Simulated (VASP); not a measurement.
Te:

```
Te
1.0
     3.44206    0.00000    0.00000
    -1.72103    2.98092    0.00000
     0.00000    0.00000   11.24178
Te
4
Direct
  0.00000 0.00000 0.00000
  0.00000 0.00000 0.50000
  0.33333 0.66667 0.25000
  0.66667 0.33333 0.75000
```

This isn't the form of Te at room conditions, which is trigonal, of chains.

```yaml
Program: VASP 6.6.1
Task: relaxation of cell and atoms
Functional: PBE
Potentials_or_basis: VASP PAW PBE potentials, release 64 (Te)
Cutoff: 600 eV
k_mesh: 11 × 11 × 3
Occupations: fermi-dirac, width 0.1 eV
Spin: no spin polarisation
```

At the start: pressure -1.0 GPa; volume 28.84 Å³/atom.

Question: Where does the relaxation end?

Answer: Over 20 steps the energy falls by 256.0 meV/atom and the volume is 32.30 Å³/atom (+12.0 %); space group P6_3/mmc (No. 194, to 0.1 Å) before and after.

The path:
```tsv
step	energy change (eV)	largest force (eV/Å)	pressure (GPa)	volume (Å³)
1	0.0000	0.0000	-0.98	115.35
2	-0.0250	0.0000	0.30	112.42
3	-0.0296	0.0000	1.10	110.83
4	-0.0459	0.0000	1.28	110.56
5	-0.1117	0.0000	2.17	109.66
6	-0.3245	0.0000	4.94	107.40
7	0.0707	0.0000	17.29	100.94
8	-0.3706	0.0000	7.53	105.79
9	-0.3572	0.0000	9.30	104.79
10	-0.3596	0.0000	9.36	104.80
11	-0.3659	0.0000	9.55	104.83
12	-0.3744	0.0000	9.96	104.88
13	-0.3750	0.0000	10.84	104.93
14	-0.3947	0.0000	10.64	105.24
15	-0.4513	0.0000	10.01	106.16
16	-0.5548	0.0000	8.84	108.02
17	-0.7241	0.0000	6.73	111.75
18	-0.9342	0.0000	3.32	119.29
19	-0.9995	0.0000	-1.33	134.59
20	-1.0239	0.0000	0.03	129.19
```

Final structure:
```yaml
crystal:
  lattice:
    - [4.22865, 0.00000, 0.00000]
    - [-2.11432, 3.66212, 0.00000]
    - [0.00000, 0.00000, 8.34254]
  atoms:
    - { symbol: Te, position: [0.00000, 0.00000, 0.00000] }
    - { symbol: Te, position: [0.00000, 0.00000, 0.50000] }
    - { symbol: Te, position: [0.33333, 0.66667, 0.25000] }
    - { symbol: Te, position: [0.66667, 0.33333, 0.75000] }
```

Caveat: a cell axis changed by over 15 % at a fixed basis, so the end point is rough.
